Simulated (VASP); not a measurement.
Crystal: Al.

```
CELL_PARAMETERS angstrom
-1.59904 1.59904 1.59904
1.59904 -1.59904 1.59904
1.59904 1.59904 -1.59904
ATOMIC_POSITIONS crystal
Al 0.00000 0.00000 0.00000
```

Base run:

- Program: VASP 6.6.1
- Functional: PBEsol
- Potentials or basis: VASP PAW PBE potentials, release 64 (Al)
- Cutoff: 520 eV
- k mesh: 13 × 13 × 13
- Occupations: methfessel-paxton, width 0.1 eV
- Spin: no spin polarisation

Its results: pressure 0.7 GPa.

Question: The run is repeated on the same cell with these changes: functional from PBEsol to r2SCAN; k mesh from 13 × 13 × 13 to 10 × 10 × 10. What comes out?

Answer: Pressure -0.3 GPa.

Several settings changed at once, so the effect can't be laid on one alone.

Caveats: the PAW data sets were made with another functional, which shifts forces and pressure a little.
